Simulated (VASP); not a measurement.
# BeSn3 (Pm-3m) in VASP: notebook

Runs on BeSn3. Level: PBE. Tasks: single point, relaxation of cell and atoms.

All numbers are computed with VASP 6.6.1; they aren't measurements. Logs are shortened: lines on timing, memory, paths and dates and some standing lists are left out, and cuts for length are marked.

**1. The cell of the first run**

The structure is cubic, space group Pm-3m (No. 221). Conventional cell: a = 4.359 Å, b = 4.359 Å, c = 4.359 Å, α = 90.00°, β = 90.00°, γ = 90.00°. Be (site symmetry m-3m) has 12 Sn at 3.08 Å within 4.1 Å. Within 4.1 Å of Sn (site symmetry 4/mmm) lie 4 Be at 3.08 Å and 8 Sn at 3.08 Å.

**2. Single point, PBE**

Contents of INCAR:

```
SYSTEM = BeSn3
ALGO     = Normal         ! electronic algorithm
EDIFF    = 1E-7           ! SCF threshold, eV
ENCUT    = 520            ! plane-wave cutoff, eV
GGA      = PE             ! functional
ISIF     = 2              ! what is computed and relaxed
ISMEAR   = 0              ! smearing method
LASPH    = .True.         ! aspherical terms in the spheres
LCHARG   = .False.        ! write CHGCAR
LREAL    = .False.        ! projectors in reciprocal space
LWAVE    = .False.        ! write WAVECAR
NBANDS   = 30             ! bands
NELM     = 80             ! most SCF steps
PREC     = Accurate       ! precision mode
SIGMA    = 0.1            ! smearing width, eV
```

Contents of KPOINTS:

```
k-points
0
Gamma
  4 4 4
  0 0 0
```

Contents of POSCAR:

```
BeSn3
1.0
    4.3589605485      0.0000000000      0.0000000000
    0.0000000000      4.3589605485      0.0000000000
    0.0000000000      0.0000000000      4.3589605485
Be Sn
1 3
Direct
    0.0000000000      0.0000000000      0.0000000000
    0.0000000000      0.5000000000      0.5000000000
    0.5000000000      0.0000000000      0.5000000000
    0.5000000000      0.5000000000      0.0000000000
```

Potentials or basis: VASP PAW PBE potentials, release 64 (Be, Sn_d).

Run with:

```console
cat potpaw_PBE.64/Be/POTCAR potpaw_PBE.64/Sn_d/POTCAR > POTCAR
mpirun -np 1 vasp_std > vasp.out
```

OUTCAR:

```text
SYSTEM = BeSn3
   EDIFF = 1E-7
   ENCUT = 520
   GGA = PE
   ISIF = 2
   ISMEAR = 0
   LASPH = .True.
   LREAL = .False.
   NELM = 80
   PREC = Accurate

 ion  position               nearest neighbor table
   1  0.000  0.000  0.000-
   2  0.000  0.500  0.500-   3 3.08   4 3.08   4 3.08   3 3.08   3 3.08   4 3.08   4 3.08   3 3.08

   3  0.500  0.000  0.500-   2 3.08   4 3.08   4 3.08   2 3.08   4 3.08   4 3.08   2 3.08   2 3.08

   4  0.500  0.500  0.000-   2 3.08   3 3.08   2 3.08   3 3.08   3 3.08   3 3.08   2 3.08   2 3.08

  LATTYP: Found a simple cubic cell.
 ALAT       =     4.3589605485

  Lattice vectors:

 A1 = (   4.3589605485,   0.0000000000,   0.0000000000)
 A2 = (   0.0000000000,   4.3589605485,   0.0000000000)
 A3 = (   0.0000000000,   0.0000000000,   4.3589605485)

Analysis of symmetry for initial positions (statically):
=====================================================================
 Subroutine PRICEL returns:
 Original cell was already a primitive cell.

 Routine SETGRP: Setting up the symmetry group for a
 simple cubic supercell.

 Subroutine GETGRP returns: Found 48 space group operations
 (whereof 48 operations were pure point group operations)
 out of a pool of 48 trial point group operations.

The static configuration has the point symmetry O_h .

Analysis of symmetry for dynamics (positions and initial velocities):
=====================================================================
 Subroutine PRICEL returns:
 Original cell was already a primitive cell.

 Routine SETGRP: Setting up the symmetry group for a
 simple cubic supercell.

 Subroutine GETGRP returns: Found 48 space group operations
 (whereof 48 operations were pure point group operations)
 out of a pool of 48 trial point group operations.

The dynamic configuration has the point symmetry O_h .

 Subroutine INISYM returns: Found 48 space group operations
 (whereof 48 operations are pure point group operations),
 and found     1 'primitive' translations

----------------------------------------------------------------------------------------

                                     Primitive cell
[... 73 lines left out ...]
   ICHARG =      2    charge: 1-file 2-atom 10-const
   ISPIN  =      1    spin polarized calculation?
   LNONCOLLINEAR =      F non collinear calculations
   LSORBIT =      F    spin-orbit coupling
   LASPH  =      T    aspherical Exc in radial PAW
   ENCUT  =  520.0 eV  38.22 Ry    6.18 a.u.   8.10  8.10  8.10*2*pi/ulx,y,z
   NELM   =     80;   NELMIN=  2; NELMDL= -5     # of ELM steps
   EDIFF  = 0.1E-06   stopping-criterion for ELM
   LREAL  =      F    real-space projection
   EDIFFG = 0.1E-05   stopping-criterion for IOM
   NSW    =      0    number of steps for IOM
   IBRION =     -1    ionic relax: 0-MD 1-quasi-New 2-CG
   NFREE  =      0    steps in history (QN), initial steepest desc. (CG)
   ISIF   =      2    stress and relaxation
   ISYM   =      2    0-nonsym 1-usesym 2-fastsym
   POTIM  = 0.5000    time-step for ionic-motion
   TEBEG  =    0.0;   TEEND  =   0.0 temperature during run
   PSTRESS=    0.0 pullay stress
   NELECT =      44.0000    total number of electrons
   NUPDOWN=      -1.0000    fix difference up-down
   EMIN   =  10.00;   EMAX   =-10.00  energy-range for DOS
   EFERMI =   0.00;   METHOD = LEGACY
   ISMEAR =     0;   SIGMA  =   0.10  broadening in eV -4-tet -1-fermi 0-gaus
   EFERMI_NEDOS =   21; number of points for ismear=-14 and -15
   IALGO  =     38    algorithm
   IMIX   =      4    mixing-type and parameters
     AMIX     =   0.40;   BMIX     =  1.00
     AMIX_MAG =   1.60;   BMIX_MAG =  1.00
  volume/ion in A,a.u.               =      20.71       139.73
  Fermi-wavevector in a.u.,A,eV,Ry     =   1.325896  2.505580 23.919044  1.758000
  Thomas-Fermi vector in A             =   2.455323
   LORBIT       =      0    0 simple, 1 ext, 2 COOP (PROOUT), +10 PAW based schemes
   GGA     = PE    functional components
   LHFCALC =     F    Hartree Fock is set to
   AEXX    =    0.0000 exact exchange contribution
   IVDW    =     0    specifies the selected vdW correction
   LEPSILON=     F    determine dielectric tensor
   LRPA    =     F    only Hartree local field effects (RPA)
 non-spin polarized calculation
 Gauss-broadening in eV      SIGMA  =   0.10
  energy-cutoff  :      520.00
  volume of cell :       82.82
 maximum number of plane-waves:      2272
   NGX = 17   NGY = 17   NGZ = 17

 number of electron      43.9999981 magnetization

 Free energy of the ion-electron system (eV)
  ---------------------------------------------------
  ext. energy  EPLUGINS =         0.00000000
  ---------------------------------------------------
  free energy    TOTEN  =       -13.20905901 eV

  energy without entropy =      -13.20322949  energy(sigma->0) =      -13.20614425

 E-fermi :   9.2727     XC(G=0): -10.7933

 val. band max:        9.1216259562   @ k =   0.5000   0.5000   0.0000
 cond. band min:       9.2820679442   @ k =   0.5000   0.0000   0.0000
 fundamental gap:      0.1604419880
 Fermi energy:         9.2726851653

 k-point     1 :       0.0000    0.0000    0.0000
  band No.  band energies     occupation
      1     -12.6979      2.00000
      2     -12.6979      2.00000
      3     -12.6979      2.00000
      4     -12.6666      2.00000
      5     -12.5202      2.00000
      6     -12.5202      2.00000
[... 319 lines left out ...]
     29      17.7356      0.00000
     30      17.7356      0.00000

------------------------ aborting loop because EDIFF is reached ----------------------------------------

  FORCE on cell =-STRESS in cart. coord.  units (eV):
  Direction    XX          YY          ZZ          XY          YZ          ZX
  --------------------------------------------------------------------------------------
  -------------------------------------------------------------------------------------
  Total        4.8906380      4.8906380      4.8906380      0.0000000      0.0000000      0.0000000
  in kB       94.6078743     94.6078743     94.6078743      0.0000000      0.0000000      0.0000000
  external PRESSURE =      94.6078743 kB  Pullay stress =       0.0000000 kB

 VOLUME and BASIS-vectors are now :
 -----------------------------------------------------------------------------
  energy-cutoff  :      520.00
  volume of cell :       82.82
      direct lattice vectors                 reciprocal lattice vectors
     4.358960548  0.000000000  0.000000000     0.229412492  0.000000000  0.000000000
     0.000000000  4.358960548  0.000000000     0.000000000  0.229412492  0.000000000
     0.000000000  0.000000000  4.358960548     0.000000000  0.000000000  0.229412492

 POSITION                                       TOTAL-FORCE (eV/Angst)
 -----------------------------------------------------------------------------------
      0.00000      0.00000      0.00000         0.000000      0.000000      0.000000
      0.00000      2.17948      2.17948         0.000000      0.000000      0.000000
      2.17948      0.00000      2.17948         0.000000      0.000000      0.000000
      2.17948      2.17948      0.00000         0.000000      0.000000      0.000000
 -----------------------------------------------------------------------------------
    total drift:                                0.000000     -0.000000     -0.000000

  FREE ENERGIE OF THE ION-ELECTRON SYSTEM (eV)
  ---------------------------------------------------
  free  energy   TOTEN  =       -13.2090590103 eV

  energy  without entropy=      -13.2032294912  energy(sigma->0) =      -13.20614425
```

OSZICAR:

```text
N       E                     dE             d eps       ncg     rms          rms(c)
DAV:   1     0.410594177535E+03    0.41059E+03   -0.22319E+04   624   0.232E+03
DAV:   2     0.397581534349E+02   -0.37084E+03   -0.36312E+03   600   0.560E+02
DAV:   3    -0.110424154974E+02   -0.50801E+02   -0.49758E+02   690   0.174E+02
DAV:   4    -0.132255078931E+02   -0.21831E+01   -0.21762E+01   678   0.397E+01
DAV:   5    -0.132915680680E+02   -0.66060E-01   -0.66056E-01   874   0.697E+00    0.339E+00
DAV:   6    -0.132321546981E+02    0.59413E-01   -0.73226E-02   794   0.313E+00    0.192E+00
DAV:   7    -0.132101416511E+02    0.22013E-01   -0.39260E-02   836   0.228E+00    0.241E-01
DAV:   8    -0.132090847351E+02    0.10569E-02   -0.39323E-03   722   0.678E-01    0.510E-02
DAV:   9    -0.132090610838E+02    0.23651E-04   -0.22397E-04   786   0.123E-01    0.249E-02
DAV:  10    -0.132090603230E+02    0.76079E-06   -0.13387E-05   840   0.272E-02    0.463E-03
DAV:  11    -0.132090593566E+02    0.96639E-06   -0.16125E-06   766   0.139E-02    0.146E-03
DAV:  12    -0.132090590389E+02    0.31766E-06   -0.92593E-08   480   0.282E-03    0.434E-04
DAV:  13    -0.132090590103E+02    0.28584E-07   -0.22854E-08   450   0.173E-03
   1 F= -.13209059E+02 E0= -.13206144E+02  d E =-.582952E-02
```

stdout:

```text
POSCAR found type information on POSCAR BeSn
 POSCAR found :  2 types and       4 ions
 scaLAPACK will be used
 LDA part: xc-table for (Slater+PW92), standard interpolation
 POSCAR, INCAR and KPOINTS ok, starting setup
 FFT: planning ... GRIDC
 FFT: planning ... GRID_SOFT
 FFT: planning ... GRID
 WAVECAR not read
 entering main loop
```

Wall time 10 s (1 thread of Intel Xeon 6975P-C (Granite Rapids), shared host); peak memory 0.18 GiB.

What came out:

* Free energy: -13.2091 eV
* Pressure: 9.5 GPa
* Band gap on the k mesh: zero (bands 22 and 23 overlap by 3.59 eV)

Caveat: the k points lie up to 0.36 Å⁻¹ apart, too coarse for converged energies and pressures of a metal; spin-orbit coupling is left out, which moves the levels of the heavy elements.

**3. Single point, PBE**

This run uses another cell than the first one, of 23.63 Å³/atom.

Contents of INCAR:

```
PREC = Accurate ; ENCUT = 520
EDIFF = 1E-6 ; ISMEAR = 0
SIGMA = 0.1 ; LREAL = F
LASPH = T ; NELM = 60
ALGO = Fast ; ISIF = 2
LWAVE = F ; LCHARG = F
GGA = PE ; NBANDS = 30
```

Contents of KPOINTS:

```
Automatic mesh
0
Gamma
  4 4 4
```

Contents of POSCAR:

```
BeSn3
1.0
    4.5550288807      0.0000000000      0.0000000000
    0.0000000000      4.5550288807      0.0000000000
    0.0000000000      0.0000000000      4.5550288807
Be Sn
1 3
Direct
    0.0000000000      0.0000000000      0.0000000000
    0.0000000000      0.5000000000      0.5000000000
    0.5000000000      0.0000000000      0.5000000000
    0.5000000000      0.5000000000      0.0000000000
```

Potentials or basis: VASP PAW PBE potentials, release 64 (Be, Sn_d).

Run with:

```console
cat potpaw_PBE.64/Be/POTCAR potpaw_PBE.64/Sn_d/POTCAR > POTCAR
mpirun -np 1 vasp_std > vasp.out
```

Wall time 21 s (1 thread of Intel Xeon 6975P-C (Granite Rapids), shared host); peak memory 0.2 GiB.

The run converged. Its results:

| Property | Result |
| --- | --- |
| Free energy | -13.5037 eV |
| Pressure | -0.2 GPa |
| Band gap on the k mesh | zero (bands 22 and 23 overlap by 3.35 eV) |

Levels at points of the mesh, in eV from the Fermi level:
```tsv
k point	band 19	band 20	band 21	band 22	band 23	band 24	band 25	band 26
(0.00, 0.00, 0.00)	-3.53	-3.53	-3.53	-1.24	2.75	2.75	2.75	2.76
(0.50, 0.00, 0.00)	-1.89	-1.89	-1.36	-1.02	-1.02	0.10	0.19	4.31
(0.50, 0.50, 0.00)	-5.33	-0.45	0.07	0.29	0.29	0.35	0.35	1.30
(0.50, 0.50, 0.50)	-5.38	-4.37	-4.37	-4.37	-2.53	6.13	6.13	6.13
```

Caveat: spin-orbit coupling is left out, which moves the levels of the heavy elements.

(Continued in part 2 of 3.)
